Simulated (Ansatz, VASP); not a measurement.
# Two plane-wave programs on AlGa3N2

```xyz
6
Lattice="5.6223 0.0000 0.0000 0.0000 5.6223 0.0000 0.0000 0.0000 3.5599" Properties=species:S:1:pos:R:3 pbc="T T T"
Al    2.8111    2.8111    0.0000
Ga    0.0000    0.0000    1.7800
Ga    0.0000    2.8111    0.0000
Ga    2.8111    0.0000    0.0000
N     2.8111    2.8111    1.7800
N     0.0000    0.0000    0.0000
```

Alike in both runs: functional PBE; k mesh 4 × 4 × 6; occupations gaussian, width 0.1 eV; no spin polarisation.

Ansatz relaxed the structure, and its values are those at the end. VASP's run is a single point on that final structure, the one shown.

```csv
,VASP,Ansatz
version,VASP 6.6.1,Ansatz 0.2.0
potentials or method,"VASP PAW PBE potentials, release 64 (Al, Ga_d, N), cutoff 520 eV","scalar-relativistic, plane waves, PAW"
valence electrons in the cell,52,52
```

|  | VASP | Ansatz | Ansatz less VASP |
| --- | --- | --- | --- |
| gap on the k mesh at the Fermi level (eV) | none | none | - |
| pressure (GPa) | -0.1 | 0.0 | +0.08 |

A gap of «none» marks a metal or a gap that the smearing closes. With one functional, cell and mesh, what is left measures potentials, basis and numerics.
